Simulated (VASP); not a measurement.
# Al (a cell with a defect) in VASP: single point with PBE

Aim: the single point of Al (a cell with a defect) with PBE.

Everything below comes from runs of VASP 6.6.1. Logs are shortened: lines on timing, memory, paths and dates and some standing lists are left out, and cuts for length are marked.

## Step 1: The cell of the first run

The cell holds a defect, 11 atoms: a = 8.591 Å, b = 5.727 Å, c = 5.727 Å, α = 60.00°, β = 60.00°, γ = 60.00°.

## Step 2: Single point, PBE

INCAR reads:

```
PREC = Accurate ; ENCUT = 400
EDIFF = 1E-6 ; ISMEAR = 1
SIGMA = 0.1 ; LREAL = F
LASPH = T ; NELM = 120
ALGO = Normal ; ISIF = 2
LWAVE = F ; LCHARG = F
GGA = PE ; NBANDS = 28
GGA_COMPAT = F
```

KPOINTS reads:

```
regular mesh
0
Gamma
  2 3 3
```

POSCAR reads:

```
Al
1.0
    0.0000000000      6.0744300000      6.0744300000
    4.0496200000      0.0000000000      4.0496200000
    4.0496200000      4.0496200000      0.0000000000
Al
11
Direct
    0.0000000000      0.0000000000      0.5000000000
    0.0000000000      0.5000000000      0.0000000000
    0.0000000000      0.5000000000      0.5000000000
    0.3333333333      0.0000000000      0.0000000000
    0.3333333333      0.0000000000      0.5000000000
    0.3333333333      0.5000000000      0.0000000000
    0.3333333333      0.5000000000      0.5000000000
    0.6666666667      0.0000000000      0.0000000000
    0.6666666667      0.0000000000      0.5000000000
    0.6666666667      0.5000000000      0.0000000000
    0.6666666667      0.5000000000      0.5000000000
```

Potentials or basis: VASP PAW PBE potentials, release 64 (Al).

Started as:

```sh
> cat potpaw_PBE.64/Al/POTCAR > POTCAR
> mpirun -np 1 vasp_std > vasp.out
```

OUTCAR:

```text
PREC = Accurate
   ENCUT = 400
   EDIFF = 1E-6
   ISMEAR = 1
   LREAL = F
   LASPH = T
   NELM = 120
   ISIF = 2
   GGA = PE

 ion  position               nearest neighbor table
   1  0.000  0.000  0.500-   5 2.86   9 2.86   8 2.86  11 2.86   4 2.86   7 2.86   3 2.86   2 2.86
                             3 2.86   2 2.86
   2  0.000  0.500  0.000-   6 2.86  10 2.86   8 2.86  11 2.86   7 2.86   4 2.86   3 2.86   3 2.86
                             1 2.86   1 2.86
   3  0.000  0.500  0.500-   7 2.86  11 2.86  10 2.86   9 2.86   6 2.86   5 2.86   2 2.86   1 2.86
                             1 2.86   2 2.86
   4  0.333  0.000  0.000-   1 2.86   2 2.86   5 2.86   6 2.86   5 2.86   7 2.86   6 2.86   7 2.86
                             9 2.86  10 2.86   8 2.86
   5  0.333  0.000  0.500-   1 2.86   3 2.86   4 2.86   7 2.86   4 2.86   6 2.86   6 2.86   7 2.86
                             8 2.86  11 2.86   9 2.86
   6  0.333  0.500  0.000-   2 2.86   3 2.86   4 2.86   7 2.86   5 2.86   7 2.86   4 2.86   5 2.86
                            11 2.86   8 2.86  10 2.86
   7  0.333  0.500  0.500-   3 2.86   2 2.86   1 2.86   5 2.86   6 2.86   4 2.86   6 2.86   4 2.86
                             5 2.86  10 2.86   9 2.86  11 2.86
   8  0.667  0.000  0.000-   1 2.86   2 2.86   9 2.86   9 2.86  11 2.86  10 2.86  10 2.86  11 2.86
                             5 2.86   6 2.86   4 2.86
   9  0.667  0.000  0.500-   1 2.86   3 2.86  11 2.86   8 2.86  10 2.86   8 2.86  10 2.86  11 2.86
                             7 2.86   4 2.86   5 2.86
  10  0.667  0.500  0.000-   2 2.86   3 2.86  11 2.86   8 2.86   9 2.86  11 2.86   8 2.86   9 2.86
                             7 2.86   4 2.86   6 2.86
  11  0.667  0.500  0.500-   3 2.86   2 2.86   1 2.86   9 2.86   8 2.86  10 2.86  10 2.86   8 2.86
                             9 2.86   5 2.86   6 2.86   7 2.86

  LATTYP: Found a face centered orthorhombic cell.
 ALAT       =     5.7270275265
 B/A-ratio  =     1.7320508076
 C/A-ratio  =     2.4494897428

  Lattice vectors:

 A1 = (   0.0000000000,   6.0744300000,   6.0744300000)
 A2 = (  -4.0496200000,   2.0248100000,   6.0744300000)
 A3 = (   4.0496200000,  -0.0000000000,   4.0496200000)

Analysis of symmetry for initial positions (statically):
=====================================================================
 Subroutine PRICEL returns:
 Original cell was already a primitive cell.

 Routine SETGRP: Setting up the symmetry group for a
 face centered orthorhombic supercell.

 Subroutine GETGRP returns: Found  4 space group operations
[... 131 lines left out ...]
   PSTRESS=    0.0 pullay stress
   NELECT =      33.0000    total number of electrons
   NUPDOWN=      -1.0000    fix difference up-down
   EMIN   =  10.00;   EMAX   =-10.00  energy-range for DOS
   EFERMI =   0.00;   METHOD = LEGACY
   ISMEAR =     1;   SIGMA  =   0.10  broadening in eV -4-tet -1-fermi 0-gaus
   EFERMI_NEDOS =   21; number of points for ismear=-14 and -15
   IALGO  =     38    algorithm
   IMIX   =      4    mixing-type and parameters
     AMIX     =   0.40;   BMIX     =  1.00
     AMIX_MAG =   1.60;   BMIX_MAG =  1.00
  volume/ion in A,a.u.               =      18.11       122.23
  Fermi-wavevector in a.u.,A,eV,Ry     =   0.899066  1.698988 10.997851  0.808319
  Thomas-Fermi vector in A             =   2.021853
   LORBIT       =      0    0 simple, 1 ext, 2 COOP (PROOUT), +10 PAW based schemes
   GGA     = PE    functional components
   LHFCALC =     F    Hartree Fock is set to
   AEXX    =    0.0000 exact exchange contribution
   IVDW    =     0    specifies the selected vdW correction
   LEPSILON=     F    determine dielectric tensor
   LRPA    =     F    only Hartree local field effects (RPA)
 non-spin polarized calculation
 Methfessel and Paxton  Order N= 1 SIGMA  =   0.10
  energy-cutoff  :      400.00
  volume of cell :      199.23
 maximum number of plane-waves:      3638
 NGX is ok and might be reduce to    56
   NGX = 27   NGY = 19   NGZ = 19

 number of electron      33.0000000 magnetization

 Free energy of the ion-electron system (eV)
  ---------------------------------------------------
  ext. energy  EPLUGINS =         0.00000000
  ---------------------------------------------------
  free energy    TOTEN  =       -40.89912695 eV

  energy without entropy =      -40.89067350  energy(sigma->0) =      -40.89630913

 E-fermi :   6.7355     XC(G=0):  -9.7840

 val. band max:        6.7317283330   @ k =   0.0000   0.3333   0.0000
 cond. band min:       6.7364039664   @ k =   0.5000   0.3333   0.3333
 fundamental gap:      0.0046756334
 Fermi energy:         6.7354820751

 k-point     1 :       0.0000    0.0000    0.0000
  band No.  band energies     occupation
      1      -3.7327      2.00000
      2      -0.8104      2.00000
      3      -0.5277      2.00000
      4       2.0572      2.00000
      5       2.0644      2.00000
      6       2.4027      2.00000
[... 237 lines left out ...]
     27      10.4669      0.00000
     28      10.6850      0.00000

------------------------ aborting loop because EDIFF is reached ----------------------------------------

  FORCE on cell =-STRESS in cart. coord.  units (eV):
  Direction    XX          YY          ZZ          XY          YZ          ZX
  --------------------------------------------------------------------------------------
  -------------------------------------------------------------------------------------
  Total       -3.5145345     -2.1342084     -2.1342084      0.0715203      0.7677704      0.0715203
  in kB      -28.2627437    -17.1626097    -17.1626097      0.5751426      6.1741597      0.5751426
  external PRESSURE =     -20.8626544 kB  Pullay stress =       0.0000000 kB

 VOLUME and BASIS-vectors are now :
 -----------------------------------------------------------------------------
  energy-cutoff  :      400.00
  volume of cell :      199.23
      direct lattice vectors                 reciprocal lattice vectors
     0.000000000  6.074430000  6.074430000    -0.082312250  0.082312250  0.082312250
     4.049620000  0.000000000  4.049620000     0.123468375 -0.123468375  0.123468375
     4.049620000  4.049620000  0.000000000     0.123468375  0.123468375 -0.123468375

 POSITION                                       TOTAL-FORCE (eV/Angst)
 -----------------------------------------------------------------------------------
      2.02481      2.02481      0.00000         0.000000      0.000000     -0.000000
      2.02481      0.00000      2.02481         0.000000      0.000000     -0.000000
      4.04962      2.02481      2.02481         0.000000      0.000000     -0.000000
      0.00000      2.02481      2.02481        -0.054392     -0.155219     -0.155219
      2.02481      4.04962      2.02481         0.254552     -0.057370     -0.186490
      2.02481      2.02481      4.04962         0.254552     -0.186490     -0.057370
      4.04962      4.04962      4.04962         0.004192     -0.046067     -0.046067
      0.00000      4.04962      4.04962         0.054392      0.155219      0.155219
      2.02481      6.07443      4.04962        -0.254552      0.057370      0.186490
      2.02481      4.04962      6.07443        -0.254552      0.186490      0.057370
      4.04962      6.07443      6.07443        -0.004192      0.046067      0.046067
 -----------------------------------------------------------------------------------
    total drift:                                0.000000     -0.000000     -0.000000

  FREE ENERGIE OF THE ION-ELECTRON SYSTEM (eV)
  ---------------------------------------------------
  free  energy   TOTEN  =       -40.8991269468 eV

  energy  without entropy=      -40.8906734973  energy(sigma->0) =      -40.89630913
```

OSZICAR:

```text
N       E                     dE             d eps       ncg     rms          rms(c)
DAV:   1     0.293145765873E+02    0.29315E+02   -0.95757E+03   448   0.754E+02
DAV:   2    -0.382642333755E+02   -0.67579E+02   -0.62021E+02   552   0.111E+02
DAV:   3    -0.412218899639E+02   -0.29577E+01   -0.28802E+01   552   0.204E+01
DAV:   4    -0.412657887285E+02   -0.43899E-01   -0.43748E-01   560   0.306E+00
DAV:   5    -0.412667461969E+02   -0.95747E-03   -0.95740E-03   548   0.473E-01    0.423E+00
DAV:   6    -0.410057953380E+02    0.26095E+00   -0.20283E-01   548   0.168E+00    0.247E+00
DAV:   7    -0.409056446342E+02    0.10015E+00   -0.14714E-01   536   0.139E+00    0.580E-01
DAV:   8    -0.408999010613E+02    0.57436E-02   -0.11538E-02   528   0.456E-01    0.277E-01
DAV:   9    -0.408991232875E+02    0.77777E-03   -0.12210E-03   544   0.137E-01    0.153E-01
DAV:  10    -0.408991175228E+02    0.57648E-05   -0.22490E-04   556   0.605E-02    0.425E-02
DAV:  11    -0.408991261364E+02   -0.86136E-05   -0.31165E-05   540   0.224E-02    0.820E-03
DAV:  12    -0.408991269468E+02   -0.81040E-06   -0.22987E-06   496   0.649E-03
   1 F= -.40899127E+02 E0= -.40896309E+02  d E =-.845345E-02
```

It took 38 s on 1 thread of Intel Xeon Platinum 8259CL at 2.50GHz (Skylake/Cascade Lake), shared host; peak memory 0.25 GiB.

Results:

```
Free energy            : -40.8991 eV
Pressure               : -2.1 GPa
Largest force          : 0.321 eV/Å
Band gap on the k mesh : zero (an odd number of electrons rules out a gap without spin polarisation)
```

Forces on the atoms (eV/Å):
```
Al   0.000  0.000  0.000
Al   0.000  0.000  0.000
Al   0.000  0.000  0.000
Al  -0.054 -0.155 -0.155
Al   0.255 -0.057 -0.186
Al   0.255 -0.186 -0.057
Al   0.004 -0.046 -0.046
Al   0.054  0.155  0.155
Al  -0.255  0.057  0.186
Al  -0.255  0.186  0.057
Al  -0.004  0.046  0.046
```

Stress tensor (GPa, compression positive):
```
-2.83  0.06  0.06
 0.06 -1.72  0.62
 0.06  0.62 -1.72
```

Caveat: the k points lie up to 0.45 Å⁻¹ apart, too coarse for converged energies and pressures of a metal.
